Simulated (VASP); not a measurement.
Here is a VASP 6.6.1 calculation.

INCAR

```
PREC     = Accurate       # precision mode
ENCUT    = 520            # plane-wave cutoff, eV
EDIFF    = 1E-6           # SCF threshold, eV
ISMEAR   = 0              # smearing method
SIGMA    = 0.05           # smearing width, eV
LREAL    = False          # projectors in reciprocal space
LASPH    = True           # aspherical terms in the spheres
NELM     = 60             # most SCF steps
ALGO     = Normal         # electronic algorithm
ISIF     = 2              # what is computed and relaxed
LWAVE    = False          # write WAVECAR
LCHARG   = False          # write CHGCAR
LDIPOL   = True         
IDIPOL   = 3            
DIPOL    = 0.5 0.5 0.393
GGA      = PE             # functional
IVDW     = 12             # dispersion correction
NBANDS   = 31             # bands
```

File KPOINTS:

```
regular mesh
0
Gamma
  9 9 1
```

The input POSCAR:

```
PtS2
1.0
    3.5415277692      0.0000000000      0.0000000000
   -1.7707638846      3.0670530163      0.0000000000
    0.0000000000      0.0000000000     22.4670602589
S Pt
4 2
Direct
    0.6666666667      0.3333333333      0.2002932270
    0.3333333333      0.6666666667      0.3108341745
    0.6666666667      0.8333333333      0.4750746206
    0.3333333333      1.1666666667      0.5856155682
    0.0000000000      0.0000000000      0.2555637007
    0.0000000000      0.5000000000      0.5303450944
```

Potentials or basis: VASP PAW PBE potentials, release 64 (S, Pt).

Launch:

```sh
$ cat potpaw_PBE.64/S/POTCAR potpaw_PBE.64/Pt/POTCAR > POTCAR
$ mpirun -np 1 vasp_std > vasp.out
```

Question: Estimate the largest force.

Answer: 0.050 eV/Å.

Question: Estimate the band gap on the k mesh.

Answer: 1.54 eV, indirect (least direct gap 1.63 eV).

Question: Estimate the dispersion energy per atom.

Answer: -0.309 eV.

Forces in eV/Å, atoms in the order of the input:
```
S   -0.006 -0.004  0.043
S   -0.014 -0.008  0.004
S    0.014  0.008 -0.004
S    0.006  0.004 -0.043
Pt   0.005  0.003  0.050
Pt  -0.005 -0.003 -0.050
```

Caveat: spin-orbit coupling is left out, which moves the levels of the heavy elements.
